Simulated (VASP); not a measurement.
# Pd (Pm-3n) in VASP: single point with revPBE

Aim: the single point of Pd with revPBE.

Program: VASP 6.6.1. These are calculated values, not measurements. Logs are shortened: lines on timing, memory, paths and dates and some standing lists are left out, and cuts for length are marked.

### Step 1. The cell of the first run

It takes space group Pm-3n (No. 223, cubic). The conventional cell has a = 5.052 Å, b = 5.052 Å, c = 5.052 Å, α = 90.00°, β = 90.00°, γ = 90.00°. Within 3.7 Å of Pd (site symmetry m-3) lie 12 Pd at 2.82 Å. Within 3.3 Å of Pd (site symmetry -4m2) lie 14 Pd at 2.53 to 3.09 Å.

### Step 2. Single point, revPBE

Input file INCAR:

```
PREC = Accurate ; ENCUT = 520
EDIFF = 1E-6 ; ISMEAR = -1
SIGMA = 0.1 ; LREAL = F
LASPH = T ; NELM = 100
ALGO = Normal ; ISIF = 2
LWAVE = F ; LCHARG = F
GGA = RE ; NBANDS = 50
```

Input file KPOINTS:

```
regular mesh
0
Gamma
  5 5 5
```

Input file POSCAR:

```
Pd
1.0
    5.0524876502      0.0000000000      0.0000000000
    0.0000000000      5.0524876502      0.0000000000
    0.0000000000      0.0000000000      5.0524876502
Pd
8
Direct
    1.0000000000      0.0000000000      0.0000000000
    0.5000000000      0.5000000000      0.5000000000
    0.2500000000      0.0000000000      0.5000000000
    0.7500000000      0.0000000000      0.5000000000
    0.5000000000      0.2500000000      1.0000000000
    0.5000000000      0.7500000000      1.0000000000
    1.0000000000      0.5000000000      0.2500000000
    0.0000000000      0.5000000000      0.7500000000
```

Potentials or basis: VASP PAW PBE potentials, release 64 (Pd).

The run is started by

```bash
> cat potpaw_PBE.64/Pd/POTCAR > POTCAR
> mpirun -np 1 vasp_std > vasp.out
```

OUTCAR:

```text
PREC = Accurate
   ENCUT = 520
   EDIFF = 1E-6
   ISMEAR = -1
   LREAL = F
   LASPH = T
   NELM = 100
   ISIF = 2
   GGA = RE

 ion  position               nearest neighbor table
   1  0.000  0.000  0.000-   3 2.82   4 2.82   5 2.82   6 2.82   7 2.82   8 2.82   3 2.82   4 2.82
                             7 2.82   8 2.82   5 2.82   6 2.82
   2  0.500  0.500  0.500-   3 2.82   4 2.82   5 2.82   6 2.82   7 2.82   8 2.82   5 2.82   6 2.82
                             3 2.82   4 2.82   7 2.82   8 2.82
   3  0.250  0.000  0.500-   4 2.53   4 2.53   1 2.82   1 2.82   2 2.82   2 2.82   8 3.09   5 3.09
                             5 3.09   6 3.09   6 3.09   7 3.09   8 3.09   7 3.09
   4  0.750  0.000  0.500-   3 2.53   3 2.53   1 2.82   1 2.82   2 2.82   2 2.82   8 3.09   5 3.09
                             5 3.09   6 3.09   6 3.09   7 3.09   8 3.09   7 3.09
   5  0.500  0.250  0.000-   6 2.53   6 2.53   1 2.82   2 2.82   2 2.82   1 2.82   8 3.09   4 3.09
                             3 3.09   4 3.09   3 3.09   7 3.09   7 3.09   8 3.09
   6  0.500  0.750  0.000-   5 2.53   5 2.53   1 2.82   2 2.82   2 2.82   1 2.82   8 3.09   4 3.09
                             3 3.09   4 3.09   3 3.09   7 3.09   7 3.09   8 3.09
   7  0.000  0.500  0.250-   8 2.53   8 2.53   1 2.82   2 2.82   1 2.82   2 2.82   3 3.09   4 3.09
                             5 3.09   3 3.09   4 3.09   6 3.09   5 3.09   6 3.09
   8  0.000  0.500  0.750-   7 2.53   7 2.53   1 2.82   2 2.82   1 2.82   2 2.82   3 3.09   4 3.09
                             5 3.09   3 3.09   4 3.09   6 3.09   5 3.09   6 3.09

  LATTYP: Found a simple cubic cell.
 ALAT       =     5.0524876502

  Lattice vectors:

 A1 = (   5.0524876502,   0.0000000000,   0.0000000000)
 A2 = (   0.0000000000,   5.0524876502,   0.0000000000)
 A3 = (   0.0000000000,   0.0000000000,   5.0524876502)

Analysis of symmetry for initial positions (statically):
=====================================================================
 Subroutine PRICEL returns:
 Original cell was already a primitive cell.

 Routine SETGRP: Setting up the symmetry group for a
 simple cubic supercell.

 Subroutine GETGRP returns: Found 48 space group operations
 (whereof 24 operations were pure point group operations)
 out of a pool of 48 trial point group operations.

The static configuration has the point symmetry T_h .
 The point group associated with its full space group is O_h .

Analysis of symmetry for dynamics (positions and initial velocities):
=====================================================================
 Subroutine PRICEL returns:
 Original cell was already a primitive cell.

 Routine SETGRP: Setting up the symmetry group for a
 simple cubic supercell.

 Subroutine GETGRP returns: Found 48 space group operations
 (whereof 24 operations were pure point group operations)
 out of a pool of 48 trial point group operations.

The dynamic configuration has the point symmetry T_h .
 The point group associated with its full space group is O_h .

 Subroutine INISYM returns: Found 48 space group operations
 (whereof 24 operations are pure point group operations),
 and found     1 'primitive' translations

----------------------------------------------------------------------------------------

                                     Primitive cell

  volume of cell :     128.9780

  direct lattice vectors                    reciprocal lattice vectors
     5.052487650  0.000000000  0.000000000     0.197922305  0.000000000  0.000000000
     0.000000000  5.052487650  0.000000000     0.000000000  0.197922305  0.000000000
     0.000000000  0.000000000  5.052487650     0.000000000  0.000000000  0.197922305

  length of vectors
     5.052487650  5.052487650  5.052487650     0.197922305  0.197922305  0.197922305

  position of ions in fractional coordinates (direct lattice)
     0.000000000  0.000000000  0.000000000
     0.500000000  0.500000000  0.500000000
     0.250000000  0.000000000  0.500000000
     0.750000000  0.000000000  0.500000000
     0.500000000  0.250000000  0.000000000
     0.500000000  0.750000000  0.000000000
     0.000000000  0.500000000  0.250000000
     0.000000000  0.500000000  0.750000000

  ion indices of the primitive-cell ions
   primitive index   ion index
                 1           1
                 2           2
                 3           3
                 4           4
                 5           5
                 6           6
                 7           7
                 8           8

----------------------------------------------------------------------------------------

 KPOINTS: regular mesh

Automatic generation of k-mesh.
 Grid dimensions read from file:
 generate k-points for:    5    5    5

 Generating k-lattice:

  Cartesian coordinates                     Fractional coordinates (reciprocal lattice)
     0.039584461  0.000000000  0.000000000     0.200000000  0.000000000  0.000000000
     0.000000000  0.039584461  0.000000000     0.000000000  0.200000000  0.000000000
     0.000000000  0.000000000  0.039584461     0.000000000  0.000000000  0.200000000

  Length of vectors
     0.039584461  0.039584461  0.039584461

  Shift w.r.t. Gamma in fractional coordinates (k-lattice)
     0.000000000  0.000000000  0.000000000

 Subroutine IBZKPT returns following result:
 ===========================================

 Found     10 irreducible k-points:

 Following reciprocal coordinates:
            Coordinates               Weight
  0.000000  0.000000  0.000000      1.000000
  0.200000  0.000000  0.000000      6.000000
  0.400000  0.000000  0.000000      6.000000
  0.200000  0.200000  0.000000     12.000000
  0.400000  0.200000  0.000000     24.000000
  0.400000  0.400000  0.000000     12.000000
  0.200000  0.200000  0.200000      8.000000
  0.400000  0.200000  0.200000     24.000000
  0.400000  0.400000  0.200000     24.000000
  0.400000  0.400000  0.400000      8.000000
   k-points           NKPTS =     10   k-points in BZ     NKDIM =     10   number of bands    NBANDS=     50
   number of dos      NEDOS =    301   number of ions     NIONS =      8
   total plane-waves  NPLWV =  64000
   dimension x,y,z NGX =    40 NGY =   40 NGZ =   40
   dimension x,y,z NGXF=    80 NGYF=   80 NGZF=   80
   ions per type =               8
   NGX,Y,Z   is equivalent  to a cutoff of  13.16, 13.16, 13.16 a.u.
   NGXF,Y,Z  is equivalent  to a cutoff of  26.32, 26.32, 26.32 a.u.
 SYSTEM =  unknown system
   PREC   = accura    normal or accurate (medium, high low for compatibility)
   ISTART =      0    job   : 0-new  1-cont  2-samecut
   ICHARG =      2    charge: 1-file 2-atom 10-const
   ISPIN  =      1    spin polarized calculation?
   LNONCOLLINEAR =      F non collinear calculations
   LSORBIT =      F    spin-orbit coupling
   LASPH  =      T    aspherical Exc in radial PAW
   ENCUT  =  520.0 eV  38.22 Ry    6.18 a.u.   9.39  9.39  9.39*2*pi/ulx,y,z
   NELM   =    100;   NELMIN=  2; NELMDL= -5     # of ELM steps
   EDIFF  = 0.1E-05   stopping-criterion for ELM
   LREAL  =      F    real-space projection
[... 7 lines left out ...]
   TEBEG  =    0.0;   TEEND  =   0.0 temperature during run
   PSTRESS=    0.0 pullay stress
   NELECT =      80.0000    total number of electrons
   NUPDOWN=      -1.0000    fix difference up-down
   EMIN   =  10.00;   EMAX   =-10.00  energy-range for DOS
   EFERMI =   0.00;   METHOD = LEGACY
   ISMEAR =    -1;   SIGMA  =   0.10  broadening in eV -4-tet -1-fermi 0-gaus
   EFERMI_NEDOS =   21; number of points for ismear=-14 and -15
   IALGO  =     38    algorithm
   IMIX   =      4    mixing-type and parameters
     AMIX     =   0.40;   BMIX     =  1.00
     AMIX_MAG =   1.60;   BMIX_MAG =  1.00
  volume/ion in A,a.u.               =      16.12       108.80
  Fermi-wavevector in a.u.,A,eV,Ry     =   1.396153  2.638346 26.521050  1.949242
  Thomas-Fermi vector in A             =   2.519535
   LORBIT       =      0    0 simple, 1 ext, 2 COOP (PROOUT), +10 PAW based schemes
   GGA     = RE    functional components
   LHFCALC =     F    Hartree Fock is set to
   AEXX    =    0.0000 exact exchange contribution
   IVDW    =     0    specifies the selected vdW correction
   LEPSILON=     F    determine dielectric tensor
   LRPA    =     F    only Hartree local field effects (RPA)
 non-spin polarized calculation
  energy-cutoff  :      520.00
  volume of cell :      128.98
 maximum number of plane-waves:      3499
 NGX is ok and might be reduce to    40
   NGX = 19   NGY = 19   NGZ = 19

 number of electron      79.9999964 magnetization

 Free energy of the ion-electron system (eV)
  ---------------------------------------------------
  ext. energy  EPLUGINS =         0.00000000
  ---------------------------------------------------
  free energy    TOTEN  =       -37.27673878 eV

  energy without entropy =      -36.80842119  energy(sigma->0) =      -37.04257998

 E-fermi :   8.4703     XC(G=0): -12.5362

 val. band max:        8.4176779922   @ k =   0.4000   0.0000   0.0000
 cond. band min:       8.4718139271   @ k =   0.4000   0.0000   0.0000
 fundamental gap:      0.0541359349
 Fermi energy:         8.4703229234

 k-point     1 :       0.0000    0.0000    0.0000
  band No.  band energies     occupation
      1       1.9904      2.00000
      2       3.5922      2.00000
      3       3.5922      2.00000
      4       4.3124      2.00000
      5       4.4378      2.00000
      6       4.4378      2.00000
[... 42 lines left out ...]
     49      17.2505      0.00000
     50      17.4059      0.00000

 k-point     2 :       0.2000    0.0000    0.0000
  band No.  band energies     occupation
      1       2.2670      2.00000
      2       3.5544      2.00000
      3       3.8015      2.00000
      4       4.1676      2.00000
      5       4.4029      2.00000
      6       4.4836      2.00000
[... 416 lines left out ...]
 k-point    10 :       0.4000    0.4000    0.4000
  band No.  band energies     occupation
      1       4.3294      2.00000
      2       4.3294      2.00000
      3       4.3541      2.00000
      4       4.4685      2.00000
      5       4.4685      2.00000
      6       4.4944      2.00000
[... 42 lines left out ...]
     49      19.5932      0.00000
     50      19.5938      0.00000

------------------------ aborting loop because EDIFF is reached ----------------------------------------

  FORCE on cell =-STRESS in cart. coord.  units (eV):
  Direction    XX          YY          ZZ          XY          YZ          ZX
  --------------------------------------------------------------------------------------
  -------------------------------------------------------------------------------------
  Total       -0.2425883     -0.2425883     -0.2425883     -0.0000000     -0.0000000     -0.0000000
  in kB       -3.0134542     -3.0134542     -3.0134542     -0.0000000     -0.0000000     -0.0000000
  external PRESSURE =      -3.0134542 kB  Pullay stress =       0.0000000 kB

 VOLUME and BASIS-vectors are now :
 -----------------------------------------------------------------------------
  energy-cutoff  :      520.00
  volume of cell :      128.98
      direct lattice vectors                 reciprocal lattice vectors
     5.052487650  0.000000000  0.000000000     0.197922305  0.000000000  0.000000000
     0.000000000  5.052487650  0.000000000     0.000000000  0.197922305  0.000000000
     0.000000000  0.000000000  5.052487650     0.000000000  0.000000000  0.197922305

 POSITION                                       TOTAL-FORCE (eV/Angst)
 -----------------------------------------------------------------------------------
      0.00000      0.00000      0.00000         0.000000      0.000000      0.000000
      2.52624      2.52624      2.52624         0.000000      0.000000      0.000000
      1.26312      0.00000      2.52624         0.000000     -0.000000     -0.000000
      3.78937      0.00000      2.52624        -0.000000      0.000000      0.000000
      2.52624      1.26312      0.00000         0.000000      0.000000      0.000000
      2.52624      3.78937      0.00000        -0.000000     -0.000000     -0.000000
      0.00000      2.52624      1.26312        -0.000000     -0.000000      0.000000
      0.00000      2.52624      3.78937        -0.000000      0.000000     -0.000000
 -----------------------------------------------------------------------------------
    total drift:                               -0.000000     -0.000000      0.000000

  FREE ENERGIE OF THE ION-ELECTRON SYSTEM (eV)
  ---------------------------------------------------
  free  energy   TOTEN  =       -37.2767387826 eV

  energy  without entropy=      -36.8084211859  energy(sigma->0) =      -37.04257998
```

Wall time 35 s (1 thread of Intel Xeon 6975P-C (Granite Rapids), shared host); peak memory 0.24 GiB.

Results:

```
Free energy            : -37.2767 eV
Pressure               : -0.3 GPa
Band gap on the k mesh : zero (band 40 reaches 8.47 eV, above the bottom of band 41 at 8.28 eV)
```

Levels at points of the mesh, in eV from the Fermi level:
```csv
k point,band 37,band 38,band 39,band 40,band 41,band 42,band 43,band 44
"(0.00, 0.00, 0.00)",-0.24,-0.24,0.00,0.00,0.00,2.39,2.39,2.39
```

Caveat: the PAW data sets were made with another functional, which shifts forces and pressure a little.
